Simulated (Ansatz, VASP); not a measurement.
**KCl: VASP beside Ansatz**

Contents of INCAR:

```
ALGO = Normal
EDIFF = 1E-6
ENCUT = 500
GGA = PE
GGA_COMPAT = F
ISIF = 2
ISMEAR = 0
LASPH = T
LCHARG = F
LREAL = F
LWAVE = F
NBANDS = 15
NELM = 120
PREC = Accurate
SIGMA = 0.1
```

KPOINTS

```
k-points
0
Gamma
  4 4 4
```

Contents of POSCAR:

```
KCl
1.0
    3.8391960000      0.0000000000      0.0000000000
    0.0000000000      3.8391960000      0.0000000000
    0.0000000000      0.0000000000      3.8391960000
K Cl
1 1
Direct
    0.9350000000      0.8350000000      0.8740000000
    1.4350000000      1.3350000000      1.3740000000
```

Input for Ansatz:

```yaml
crystal:
  lattice:
    - [3.839196, 0.0, 0.0]
    - [0.0, 3.839196, 0.0]
    - [0.0, 0.0, 3.839196]
  atoms:
    - { symbol: K, position: [0.935, 0.835, 0.874] }
    - { symbol: Cl, position: [1.435, 1.335, 1.374] }
basis:
  ecutwfc: "49 Ry"
kpoints:
  mp_grid: { grid: [4, 4, 4] }
hamiltonian:
  xc: pbe
scf:
  occupations: { method: gaussian, width: 0.1 }
output:
  forces: true
  stress: true
  eigenvalues: true
```

Alike in both runs: task single point; functional PBE; k mesh 4 × 4 × 4; occupations gaussian, width 0.1 eV; no spin polarisation.

```csv
,VASP,Ansatz
version,VASP 6.6.1,Ansatz 0.2.0
potentials or method,"VASP PAW PBE potentials, release 64 (K_sv, Cl), cutoff 500 eV","scalar-relativistic, plane waves, PAW"
valence electrons in the cell,16,16
```

VASP gave:

| Item | Value |
| --- | --- |
| gap on the k mesh at the Fermi level (eV) | 4.79 |
| least direct gap on the mesh (eV) | 5.00 |
| pressure (GPa) | 0.0 |

Question: What did Ansatz give for the same quantities?

Answer: gap on the k mesh at the Fermi level (eV): 4.80; least direct gap on the mesh (eV): 5.00; pressure (GPa): 0.0.
